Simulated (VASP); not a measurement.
Write the native input for VASP 6.6.1 that does the following.

```
Task                   : relaxation of cell and atoms
Functional             : r2SCAN
Potentials or basis    : VASP PAW PBE potentials, release 64 (Ba_sv, Ti_sv, O)
Cutoff                 : 600 eV
k mesh                 : 4 × 4 × 4
Occupations            : gaussian, width 0.01 eV
Spin                   : no spin polarisation
Dipole correction      : no
Further INCAR settings : ALGO = Normal; EDIFF = 1e-06; IBRION = 2; EDIFFG = -0.005; NSW = 80; ISIF = 3
```

The system is BaTiO3.

```
Ba Ti O
1.0
     3.99980    0.00000    0.00000
     0.00000    3.99980    0.00000
     0.00000    0.00000    4.01800
Ba Ti O
1 1 3
Direct
  0.00000 0.00000 0.00000
  0.50000 0.50000 0.49000
  0.50000 0.50000 0.01900
  0.50000 0.00000 0.51700
  0.00000 0.50000 0.51700
```

The input as run:

POSCAR

```
BaTiO3
1.0
    3.9998000000      0.0000000000      0.0000000000
    0.0000000000      3.9998000000      0.0000000000
    0.0000000000      0.0000000000      4.0180000000
Ba Ti O
1 1 3
Direct
    0.0000000000      0.0000000000      0.0000000000
    0.5000000000      0.5000000000      0.4900000000
    0.5000000000      0.5000000000      0.0190000000
    0.5000000000      0.0000000000      0.5170000000
    0.0000000000      0.5000000000      0.5170000000
```

INCAR.step1

```
  PREC = Accurate
  ENCUT = 600
  ISMEAR = 0
  SIGMA = 0.01
  LREAL = False
  LASPH = True
  NELM = 80
  GGA = PE
  ALGO = Normal
  EDIFF = 1E-4
  LWAVE = True
  LCHARG = False
```

INCAR.step2

```
  PREC = Accurate
  ENCUT = 600
  EDIFF = 1E-6
  ISMEAR = 0
  SIGMA = 0.01
  LREAL = False
  LASPH = True
  NELM = 80
  ALGO = Normal
  ISIF = 3
  LWAVE = False
  LCHARG = False
  METAGGA = R2SCAN
  LMIXTAU = True
  IBRION = 2
  NSW = 80
  EDIFFG = -0.005
  ISTART = 1
```

KPOINTS

```
Automatic mesh
0
Gamma
  4 4 4
```

Potentials or basis: VASP PAW PBE potentials, release 64 (Ba_sv, Ti_sv, O).

Launch:

```console
$ cat potpaw_PBE.64/Ba_sv/POTCAR potpaw_PBE.64/Ti_sv/POTCAR potpaw_PBE.64/O/POTCAR > POTCAR
$ cp INCAR.step1 INCAR
$ mpirun -np 1 vasp_std > vasp.out
$ cp INCAR.step2 INCAR
$ mpirun -np 1 vasp_std > vasp.out
```

It gave:

| Quantity | Value |
| --- | --- |
| Relaxed volume | 13.11 Å³/atom |
| Relaxed cell | a = 3.984 Å, b = 3.984 Å, c = 4.129 Å, α = 90.00°, β = 90.00°, γ = 90.00° |
| Space group after relaxing (to 0.05 Å) | P4mm (No. 99) |
| Energy gained by relaxing | 4.6 meV/atom |
| Ionic steps | 20 |
| Pressure after relaxing | 0.0 GPa |
| Largest force after relaxing | 0.004 eV/Å |
| Band gap on the k mesh | 2.18 eV, indirect (least direct gap 2.69 eV) |

Caveat: the PAW data sets were made with another functional, which shifts forces and pressure a little; spin-orbit coupling is left out, which moves the levels of the heavy elements.

It took 33 min on 1 thread of AMD EPYC 7R13, on a shared host, peak memory 0.2 GiB.
